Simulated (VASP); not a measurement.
# BN (P6_3/mmc) in VASP: vibrations by perturbation theory with LDA

Aim: the vibrations by perturbation theory of BN with LDA.

Everything below comes from runs of VASP 6.6.1. Logs are shortened: lines on timing, memory, paths and dates and some standing lists are left out, and cuts for length are marked.

## Step 1: The cell of the first run

The structure is hexagonal, space group P6_3/mmc (No. 194). The conventional cell has a = 2.489 Å, b = 2.489 Å, c = 6.490 Å, α = 90.00°, β = 90.00°, γ = 120.00°. Within 1.9 Å of B (site symmetry -6m2) lie 3 N at 1.44 Å. N (site symmetry -6m2) has 3 B at 1.44 Å within 1.9 Å.

## Step 2: Vibrations by perturbation theory, LDA

INCAR reads:

```
SYSTEM = BN
PREC = Accurate
ENCUT = 520
EDIFF = 1E-8
ISMEAR = 0
SIGMA = 0.01
LREAL = .FALSE.
LASPH = .TRUE.
NELM = 100
ALGO = Normal
ISIF = 2
LWAVE = .FALSE.
LCHARG = .TRUE.
GGA = CA
NBANDS = 16
IBRION = 8
NSW = 1
LEPSILON = .TRUE.
```

KPOINTS reads:

```
Automatic mesh
0
G
  12 12 4
  0 0 0
```

POSCAR reads:

```
BN
1.0
    2.4889465019      0.0000000000      0.0000000000
   -1.2444732510      2.1554908993      0.0000000000
    0.0000000000      0.0000000000      6.4901593582
B N
2 2
Direct
    0.3333333333      0.6666666667      0.2500000000
    0.6666666667      0.3333333333      0.7500000000
    0.3333333333      0.6666666667      0.7500000000
    0.6666666667      0.3333333333      0.2500000000
```

Potentials or basis: VASP PAW LDA potentials, release 64 (B, N).

The run is started by

```sh
$ cat potpaw_LDA.64/B/POTCAR potpaw_LDA.64/N/POTCAR > POTCAR
$ mpirun -np 1 vasp_std > vasp.out
```

OUTCAR:

```text
SYSTEM = BN
   PREC = Accurate
   ENCUT = 520
   EDIFF = 1E-8
   ISMEAR = 0
   LREAL = .FALSE.
   LASPH = .TRUE.
   NELM = 100
   ISIF = 2
   GGA = CA
   IBRION = 8
   NSW = 1
   LEPSILON = .TRUE.

 ion  position               nearest neighbor table
   1  0.333  0.667  0.250-   4 1.44   4 1.44   4 1.44
   2  0.667  0.333  0.750-   3 1.44   3 1.44   3 1.44
   3  0.333  0.667  0.750-   2 1.44   2 1.44   2 1.44
   4  0.667  0.333  0.250-   1 1.44   1 1.44   1 1.44

  LATTYP: Found a hexagonal cell.
 ALAT       =     2.4889465019
 C/A-ratio  =     2.6075929528

  Lattice vectors:

 A1 = (   2.4889465019,   0.0000000000,   0.0000000000)
 A2 = (  -1.2444732510,   2.1554908993,   0.0000000000)
 A3 = (   0.0000000000,   0.0000000000,   6.4901593582)

Analysis of symmetry for initial positions (statically):
=====================================================================
 Subroutine PRICEL returns:
 Original cell was already a primitive cell.

 Routine SETGRP: Setting up the symmetry group for a
 hexagonal supercell.

 Subroutine GETGRP returns: Found 24 space group operations
 (whereof 12 operations were pure point group operations)
 out of a pool of 24 trial point group operations.

The static configuration has the point symmetry D_3d.
 The point group associated with its full space group is D_6h.

Analysis of symmetry for dynamics (positions and initial velocities):
=====================================================================
 Subroutine PRICEL returns:
 Original cell was already a primitive cell.

 Routine SETGRP: Setting up the symmetry group for a
 hexagonal supercell.

 Subroutine GETGRP returns: Found 24 space group operations
 (whereof 12 operations were pure point group operations)
 out of a pool of 24 trial point group operations.

The dynamic configuration has the point symmetry D_3d.
 The point group associated with its full space group is D_6h.

 Subroutine INISYM returns: Found 24 space group operations
 (whereof 12 operations are pure point group operations),
 and found     1 'primitive' translations

----------------------------------------------------------------------------------------

                                     Primitive cell

  volume of cell :      34.8191

  direct lattice vectors                    reciprocal lattice vectors
     2.488946502  0.000000000  0.000000000     0.401776414  0.231965721  0.000000000
    -1.244473251  2.155490899  0.000000000     0.000000000  0.463931441  0.000000000
     0.000000000  0.000000000  6.490159358     0.000000000  0.000000000  0.154079422

  length of vectors
     2.488946502  2.488946502  6.490159358     0.463931441  0.463931441  0.154079422

  position of ions in fractional coordinates (direct lattice)
     0.333333333  0.666666667  0.250000000
     0.666666667  0.333333333  0.750000000
     0.333333333  0.666666667  0.750000000
     0.666666667  0.333333333  0.250000000

  ion indices of the primitive-cell ions
   primitive index   ion index
                 1           1
                 2           2
                 3           3
                 4           4
[... 644 lines left out ...]
    -0.00017  0.00000  0.00000
     0.00000 -0.00017 -0.00000
     0.00000 -0.00000  0.00020

[... ionic steps 4 to 9 ...]

--------------------------------------- Ionic step       10  -------------------------------------------

------------------------ aborting loop because EDIFF is reached ----------------------------------------

[... ionic steps 11 to 11 ...]

--------------------------------------- Ionic step       12  -------------------------------------------

 Free energy of the ion-electron system (eV)
  ---------------------------------------------------
  ---------------------------------------------------
  free energy    TOTEN  =        -0.26512445 eV

  energy without entropy =       -0.26512445

------------------------ aborting loop because EDIFF is reached ----------------------------------------

 INTERNAL STRAIN TENSOR  FOR ION    3  DIRECTION 3   (eV/Angst):
 -----------------------------------------------------------------------------
     0.00165 -0.00000  0.00000
    -0.00000  0.00165  0.00000
     0.00000  0.00000 -0.00217

 MACROSCOPIC STATIC DIELECTRIC TENSOR (including local field effects in DFT)
 ------------------------------------------------------
           4.905854    -0.000000     0.000000
          -0.000000     4.905854     0.000000
           0.000000     0.000000     2.860513
 ------------------------------------------------------

 PIEZOELECTRIC TENSOR (including local field effects)  for field in x, y, z        (e  Angst)
          XX          YY          ZZ          XY          YZ          ZX
  --------------------------------------------------------------------------------
  x     0.00000     0.00000     0.00000     0.00000     0.00000     0.00000
  y     0.00000     0.00000     0.00000     0.00000     0.00000     0.00000
  z     0.00000     0.00000     0.00000     0.00000     0.00000     0.00000

 PIEZOELECTRIC TENSOR (including local field effects)  for field in x, y, z        (C/m^2)
          XX          YY          ZZ          XY          YZ          ZX
  --------------------------------------------------------------------------------
  x     0.00000     0.00000     0.00000     0.00000     0.00000     0.00000
  y     0.00000     0.00000     0.00000     0.00000     0.00000     0.00000
  z     0.00000     0.00000     0.00000     0.00000     0.00000     0.00000

 BORN EFFECTIVE CHARGES (including local field effects) (in |e|, cummulative output)
 ---------------------------------------------------------------------------------
 ion    1
    1     2.70402    -0.00000     0.00000
    2    -0.00000     2.70402     0.00000
    3     0.00000     0.00000     0.80900
 ion    2
    1     2.70402    -0.00000     0.00000
    2    -0.00000     2.70402     0.00000
    3     0.00000     0.00000     0.80900
 ion    3
    1    -2.70402     0.00000     0.00000
    2     0.00000    -2.70402     0.00000
    3    -0.00000     0.00000    -0.80900
 ion    4
    1    -2.70402     0.00000     0.00000
    2     0.00000    -2.70402     0.00000
    3    -0.00000     0.00000    -0.80900

 INTERNAL STRAIN TENSOR FOR ION    4 for displacements in x,y,z  (eV/Angst):
          X           Y           Z          XY          YZ          ZX
  --------------------------------------------------------------------------------
  x    -0.00000     0.00000    -0.00000    13.61842     0.00000     0.00000
  y    13.61842   -13.61842     0.00000     0.00000     0.00000     0.00000
  z     0.00000    -0.00000     0.00000     0.00000    -0.00000     0.00000

 SECOND DERIVATIVES (NOT SYMMETRIZED)
 ------------------------------------
               1X          1Y          1Z          2X          2Y          2Z          3X          3Y          3Z          4X          4Y          4Z
  1X   -42.880510    0.000000    0.000000    0.000992   -0.000000    0.000000    0.018705   -0.000000    0.000000   42.860813   -0.000000    0.000000
  1Y     0.000000  -42.880510    0.000000   -0.000000    0.000992    0.000000   -0.000000    0.018705    0.000000   -0.000000   42.860813    0.000000
  1Z    -0.000000    0.000000  -13.749851    0.000000    0.000000    1.096249    0.000000    0.000000   -0.923368   -0.000000    0.000000   13.576970
  2X     0.000992   -0.000000    0.000000  -42.880510    0.000000    0.000000   42.860813   -0.000000    0.000000    0.018705   -0.000000    0.000000
  2Y    -0.000000    0.000992    0.000000    0.000000  -42.880510    0.000000   -0.000000   42.860813    0.000000   -0.000000    0.018705    0.000000
  2Z     0.000000    0.000000    1.096249   -0.000000    0.000000  -13.749851   -0.000000    0.000000   13.576970    0.000000    0.000000   -0.923368
  3X     0.019952   -0.000000    0.000000   42.865401   -0.000000    0.000000  -42.950569    0.000000    0.000000    0.065217   -0.000000    0.000000
  3Y    -0.000000    0.019952    0.000000   -0.000000   42.865401    0.000000    0.000000  -42.950569    0.000000   -0.000000    0.065217    0.000000
  3Z     0.000000    0.000000   -0.907102   -0.000000    0.000000   13.565911    0.000000    0.000000  -13.953061    0.000000   -0.000000    1.294251
  4X    42.865401   -0.000000    0.000000    0.019952   -0.000000    0.000000    0.065217   -0.000000    0.000000  -42.950569    0.000000    0.000000
  4Y    -0.000000   42.865401    0.000000   -0.000000    0.019952    0.000000   -0.000000    0.065217    0.000000    0.000000  -42.950569    0.000000
  4Z    -0.000000    0.000000   13.565911    0.000000    0.000000   -0.907102    0.000000   -0.000000    1.294251    0.000000    0.000000  -13.953061

 Eigenvectors and eigenvalues of the dynamical matrix
 ----------------------------------------------------

   1 f  =   41.451418 THz   260.446939 2PiTHz 1382.670463 cm-1   171.429212 meV
             X         Y         Z           dx          dy          dz
     -0.000000  1.436994  1.622540     0.396474   -0.353047    0.000000
      1.244473  0.718497  4.867620    -0.396474    0.353047   -0.000000
     -0.000000  1.436994  4.867620     0.348828   -0.310621   -0.000000
      1.244473  0.718497  1.622540    -0.348828    0.310621   -0.000000
[... 71 lines left out ...]
  12 f/i=    0.002297 THz     0.014430 2PiTHz    0.076609 cm-1     0.009498 meV
             X         Y         Z           dx          dy          dz
     -0.000000  1.436994  1.622540    -0.000000   -0.000000    0.466807
      1.244473  0.718497  4.867620    -0.000000   -0.000000    0.466807
     -0.000000  1.436994  4.867620    -0.000000   -0.000000    0.531123
      1.244473  0.718497  1.622540    -0.000000   -0.000000    0.531123

--------------------------------------------------------------------------------------------------------

 MACROSCOPIC STATIC DIELECTRIC TENSOR IONIC CONTRIBUTION
 ------------------------------------------------------
           1.772226    -0.000000     0.000000
          -0.000000     1.772226     0.000000
           0.000000     0.000000     0.537498
 ------------------------------------------------------

 ELASTIC MODULI CONTR FROM IONIC RELAXATION (kBar)
 Direction    XX          YY          ZZ          XY          YZ          ZX
 --------------------------------------------------------------------------------
 XX        -470.8541    470.8541     -0.0000      0.0000      0.0000     -0.0000
 YY         470.8541   -470.8541      0.0000      0.0000     -0.0000      0.0000
 ZZ          -0.0000      0.0000     -0.0000      0.0000     -0.0000      0.0000
 XY           0.0000      0.0000      0.0000   -470.8541      0.0000     -0.0000
 YZ           0.0000     -0.0000     -0.0000      0.0000     -0.0000      0.0000
 ZX          -0.0000      0.0000      0.0000     -0.0000      0.0000     -0.0000
 --------------------------------------------------------------------------------

 PIEZOELECTRIC TENSOR IONIC CONTR  for field in x, y, z        (C/m^2)
          XX          YY          ZZ          XY          YZ          ZX
  --------------------------------------------------------------------------------
  x    -0.00000     0.00000    -0.00000    -0.00000    -0.00000     0.00000
  y     0.00000    -0.00000     0.00000     0.00000     0.00000    -0.00000
  z     0.00000    -0.00000     0.00000    -0.00000    -0.00000     0.00000
```

It took 4.5 min on 1 thread of Intel Xeon 6975P-C (Granite Rapids), shared host; peak memory 0.4 GiB.

What came out:

```yaml
Electronic_dielectric_tensor_diagonal: 4.91, 4.91, 2.86
Born_charges_mean_of_the_diagonal: B +2.07; N -2.07 e
Highest_phonon_frequency_at_Γ_LO-TO_splitting_left_out: 1383 cm⁻¹
```

Phonon frequencies in cm⁻¹ (negative: imaginary):
```csv
q point,frequencies
"(0.000, 0.000, 0.000)",0 0 0 48 48 111 751 811 1383 1383 1383 1383
```

Electronic dielectric tensor:
```
4.91 0.00 0.00
0.00 4.91 0.00
0.00 0.00 2.86
```

Born effective charge tensors (e):
atom 1, B
```
2.70 0.00 0.00
0.00 2.70 0.00
0.00 0.00 0.81
```
atom 2, B
```
2.70 0.00 0.00
0.00 2.70 0.00
0.00 0.00 0.81
```
atom 3, N
```
-2.70  0.00  0.00
 0.00 -2.70  0.00
 0.00  0.00 -0.81
```
atom 4, N
```
-2.70  0.00  0.00
 0.00 -2.70  0.00
 0.00  0.00 -0.81
```
